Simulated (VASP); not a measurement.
As, 4 atoms in the cell. Symmetry: Cmce, No. 64, orthorhombic system. Conventional cell: a = 3.748 Å, b = 11.289 Å, c = 4.548 Å, α = 90.00°, β = 90.00°, γ = 90.00°. As (site symmetry m) has 5 As at 2.50 to 3.42 Å within 3.5 Å. 

```yaml
Program: VASP 6.6.1
Task: single point
Functional: PBE
Potentials_or_basis: VASP PAW PBE potentials, release 64 (As)
Cutoff: 520 eV
k_mesh: 6 × 6 × 4
Occupations: gaussian, width 0.1 eV
Spin: no spin polarisation
Dipole_correction: no
Further_INCAR_settings: ALGO = Normal; EDIFF = 1e-07; NBANDS = 18
```

Potentials or basis: VASP PAW PBE potentials, release 64 (As).

The run is started by

```sh
$ cat potpaw_PBE.64/As/POTCAR > POTCAR
$ mpirun -np 1 vasp_std > vasp.out
```

Hardware: 1 thread of Intel(R) Xeon(R) 6975P-C (Granite Rapids) (shared host).

**Question.** How long does it take, and how much memory?

**Answer.** Wall time 39 s on 1 thread of Intel(R) Xeon(R) 6975P-C (Granite Rapids), on a shared host, peak memory 0.27 GiB. Counts: scf iterations 13, k points 39.
